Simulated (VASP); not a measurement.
**Bi: electric field gradients with PBEsol**

Bi:

```xyz
2
Lattice="4.5390 0.0000 0.0000 -2.2695 3.9309 0.0000 0.0000 0.0000 11.5924" Properties=species:S:1:pos:R:3 pbc="T T T"
Bi    0.0000    2.6206    2.8981
Bi    2.2695    1.3103    8.6943
```

This cell differs from its parent crystal: zz strain of -2 %.

```
Program                : VASP 6.6.1
Task                   : electric field gradients
Functional             : PBEsol
Potentials or basis    : VASP PAW PBE potentials, release 64 (Bi_d)
Cutoff                 : 520 eV
k mesh                 : 9 × 9 × 3
Occupations            : fermi-dirac, width 0.08 eV
Spin                   : no spin polarisation
Dipole correction      : no
Further INCAR settings : ALGO = Normal; EDIFF = 1e-08; NBANDS = 22
```

```json
{"Pressure": "-3.6 GPa", "Band gap on the k mesh": "zero (bands 15 and 16 overlap by 2.14 eV)", "Largest electric field gradient by atom": "Bi -218.7 V/Å²"}
```

Stress tensor (GPa, compression positive):
```
-5.10  0.00  0.00
 0.00 -5.10  0.00
 0.00  0.00 -0.49
```

Levels at points of the mesh, in eV from the Fermi level:
```tsv
k point	band 12	band 13	band 14	band 15	band 16	band 17	band 18	band 19
(0.00, 0.00, 0.00)	-10.33	-0.87	-0.30	1.41	1.41	1.42	1.42	3.00
```

Electric field gradients, principal values (V/Å²):
```
atom    least   middle  greatest (by size)
1 Bi  109.334  109.337            -218.671
2 Bi  109.334  109.337            -218.671
```

It took 92 s on 1 thread of Intel(R) Xeon(R) Platinum 8488C (Sapphire Rapids), on a shared host, peak memory 0.35 GiB.

Caveat: the cell differs from its parent crystal (zz strain of -2 %); the cell stands under tension; without QUAD_EFG the Cq values of the log hold for a quadrupole moment of 1 mb, not for the nuclei; the PAW data sets were made with another functional, which shifts forces and pressure a little; spin-orbit coupling is left out, which moves the levels of the heavy elements.
